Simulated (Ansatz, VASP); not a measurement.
# CsBe2Se4: VASP beside Ansatz

```
CELL_PARAMETERS angstrom
5.60388 0.00000 0.00000
-2.80194 4.85310 0.00000
0.00000 0.00000 8.37926
ATOMIC_POSITIONS crystal
Cs 0.00000 0.00000 0.00000
Be 0.33333 0.66667 0.50000
Be 0.66667 0.33333 0.50000
Se 0.33333 0.66667 0.25956
Se 0.66667 0.33333 0.25956
Se 0.66667 0.33333 0.74044
Se 0.33333 0.66667 0.74044
```

Alike in both runs: functional PBE; k mesh 9 × 9 × 6; occupations gaussian, width 0.1 eV; no spin polarisation.

Ansatz relaxed the structure, and its values are those at the end. VASP's run is a single point on that final structure, the one shown.

|  | VASP | Ansatz |
| --- | --- | --- |
| version | VASP 6.6.1 | Ansatz 0.2.0 |
| potentials or method | VASP PAW PBE potentials, release 64 (Cs_sv, Be, Se), cutoff 520 eV | scalar-relativistic, plane waves, PAW |
| valence electrons in the cell | 37 | 77 |

```csv
,VASP,Ansatz,Ansatz less VASP
gap on the k mesh at the Fermi level (eV),none,none,-
pressure (GPa),0.1,0.0,-0.05
rms of the force components (eV/Å),0.008,0.000,-0.0078
```

A gap of «none» marks a metal or a gap that the smearing closes. VASP's potentials hold 37 valence electrons a cell and Ansatz's 77, so a difference there can come from the potentials and not from the codes.

Spin-orbit coupling is off throughout.
